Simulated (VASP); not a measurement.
## Cu: single point with PBE

Crystal: Cu.

```
Cu
1.0
    -1.47357    1.47357    1.38424
     1.47357   -1.47357    1.38424
     1.47357    1.47357   -1.38424
Cu
1
Direct
  0.00000 0.00000 0.00000
```

```yaml
Program: VASP 6.6.1
Task: single point
Functional: PBE
Potentials_or_basis: VASP PAW PBE potentials, release 64 (Cu)
Cutoff: 520 eV
k_mesh: 13 × 13 × 13
Occupations: fermi-dirac, width 0.05 eV
Spin: no spin polarisation
```

```json
{
 "Pressure": "0.5 GPa"
}
```

Levels at points of the mesh, in eV from the Fermi level:
```tsv
k point	band 3	band 4	band 5	band 6	band 7	band 8	band 9	band 10
(0.00, 0.00, 0.00)	-2.89	-2.89	-2.14	-1.89	24.23	24.23	25.94	27.93
```

Wall time 22 s on 1 thread of Intel Xeon 6455B, on a shared host, peak memory 0.14 GiB.
